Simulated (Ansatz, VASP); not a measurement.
**Two plane-wave programs on MnIn3**

```xyz
4
Lattice="3.8032 0.0000 0.0000 -1.9016 3.2936 0.0000 0.0000 0.0000 8.1895" Properties=species:S:1:pos:R:3 pbc="T T T"
Mn    1.9016    1.0979    4.0947
In   -0.9299    2.7326    4.0947
In    0.0000    1.1220    4.0947
In    0.9299    2.7326    4.0947
```

Alike in both runs: task single point; functional PBE; k mesh 6 × 6 × 2; occupations gaussian, width 0.1 eV; collinear spin.

|  | VASP | Ansatz |
| --- | --- | --- |
| version | VASP 6.6.1 | Ansatz 0.2.0 |
| potentials or method | VASP PAW PBE potentials, release 64 (Mn_pv, In_d), cutoff 520 eV | scalar-relativistic, plane waves, PAW |
| valence electrons in the cell | 52 | 54 |

Ansatz gave:

```
gap on the k mesh at the Fermi level (eV)                     : none
rms of the force components (eV/Å)                            : 7.087
net moment per atom (μB)                                      : 0.06
size of the moment on the site where the two differ most (μB) : 0.18
```

**Question.** What did VASP give for the same quantities?

**Answer.** gap on the k mesh at the Fermi level (eV): none; rms of the force components (eV/Å): 6.198; net moment per atom (μB): 0.06; size of the moment on the site where the two differ most (μB): 0.22.

Site moments also hang on the region over which each program counts them. Atom by atom the forces differ by 0.888 eV/Å (rms over components). A gap of «none» marks a metal or a gap that the smearing closes. The functional is the same, so the differences come from potentials, cutoffs and numerics. VASP's potentials hold 52 valence electrons a cell and Ansatz's 54, so a difference there can come from the potentials and not from the codes. Ansatz's warnings: seeded moment not kept.

The k mesh is coarse, so the values compare programs but aren't converged. Noted on VASP's run: the cell as given lies far from equilibrium.
